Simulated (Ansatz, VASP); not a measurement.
**One calculation of Au, two programs**

INCAR

```
SYSTEM = Au
ALGO = Normal
EDIFF = 1E-6
ENCUT = 520
GGA = RP
ISIF = 2
ISMEAR = -1
ISPIN = 2
IVDW = 13
LASPH = .True.
LCHARG = .True.
LDAU = .True.
LDAUJ = 0
LDAUL = 2
LDAUPRINT = 1
LDAUTYPE = 2
LDAUU = 3
LELF = .True.
LMAXMIX = 4
LORBIT = 11
LREAL = .False.
LVHAR = .True.
LWAVE = .False.
MAGMOM = 2
NBANDS = 16
NELM = 150
NUPDOWN = 2.0
PREC = Accurate
SIGMA = 0.02
```

The input KPOINTS:

```
k-points
0
Gamma
  11 11 11
  0 0 0
```

The input POSCAR:

```
Au
1.0
    0.0060441926      1.9884801604      2.0057692936
    2.0478921958      0.0100907533      2.0017227328
    2.0466127250      1.9831541288      0.0113702241
Au
1
Direct
   -0.0089470000      0.0054120000     -0.0062730000
```

input.yaml

```yaml
crystal:
  lattice:
    - [0.0060441926, 1.9884801604, 2.0057692936]
    - [2.0478921958, 0.0100907533, 2.0017227328]
    - [2.046612725, 1.9831541288, 0.0113702241]
  atoms:
    - { symbol: Au, position: [-0.008947, 0.005412, -0.006273], spin: 2.0 }
kpoints:
  mp_grid: { grid: [11, 11, 11] }
scf:
  occupations: { method: fermi_dirac, width: 0.02 }
hamiltonian:
  xc: rpbe
  dispersion: d4
  pseudopotentials: { kind: all_electron, lapw: { basis_error: 0.001 } }
  hubbard:
    sites: [{ species: Au, l: d, u_eff: 3 }]
    double_counting: fll
    projectors: ortho-atomic
magnetization:
  spin_polarized: true
  initial_magnetization: 2.0
  spin_locking: { lock_magnetization: hard }
output:
  forces: true
  stress: true
  eigenvalues: true
  hubbard: {}
```

Change from the starting cell: volume scaled by 0.96.

Alike in both runs: task single point; functional RPBE; dispersion D4; k mesh 11 × 11 × 11; occupations fermi-dirac, width 0.02 eV; collinear spin; fixed moment 2 μB; Hubbard terms Au d U = 3.0 eV.

```csv
,VASP,Ansatz
version,VASP 6.6.1,Ansatz 0.2.0
potentials or method,"VASP PAW PBE potentials, release 64 (Au), cutoff 520 eV","all-electron LAPW, scalar-relativistic"
```

|  | VASP | Ansatz | Ansatz less VASP |
| --- | --- | --- | --- |
| pressure (GPa) | 45.6 | 52.3 | +6.69 |
| traceless stress, the component that is largest in VASP (GPa) | 0.22 | 0.46 | +0.245 |
| size of the moment on the site where the two differ most (μB) | 1.69 | 1.74 | +0.047 |

VASP's potentials were made for PBE, not for RPBE. Site moments also hang on the region over which each program counts them. The programs project onto different local orbitals, so the same U acts differently, and such runs can settle in different states. The pressures are high and differ by over a tenth, so treat them with care. Ansatz ran all-electron here, and VASP with PAW potentials.

Spin-orbit coupling is off throughout. Noted on Ansatz's run: U is the effective U less J, on atomic orbitals that reach past the spheres.
